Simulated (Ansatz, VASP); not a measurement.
# CaO: VASP beside Ansatz

```
Ca O
1.0
     0.00000    2.36503    2.36503
     2.36503    0.00000    2.36503
     2.36503    2.36503    0.00000
Ca O
1 1
Direct
  0.50000 0.50000 0.50000
  0.00000 0.00000 0.00000
```

Alike in both runs: task single point; functional r2SCAN; k mesh 8 × 8 × 8; occupations gaussian, width 0.05 eV; no spin polarisation.

```csv
,VASP,Ansatz
version,VASP 6.6.1,Ansatz 0.2.0
potentials or method,"VASP PAW PBE potentials, release 64 (Ca_sv, O), cutoff 520 eV","scalar-relativistic, plane waves, PAW"
valence electrons in the cell,16,16
```

Ansatz gave:

- gap on the k mesh at the Fermi level (eV): 4.19
- least direct gap on the mesh (eV): 4.55
- pressure (GPa): 5.2

Problem. Which values does VASP return?

Solution. gap on the k mesh at the Fermi level (eV): 4.17; least direct gap on the mesh (eV): 4.53; pressure (GPa): 6.5.

VASP's potentials were made for PBE, not for r2SCAN.
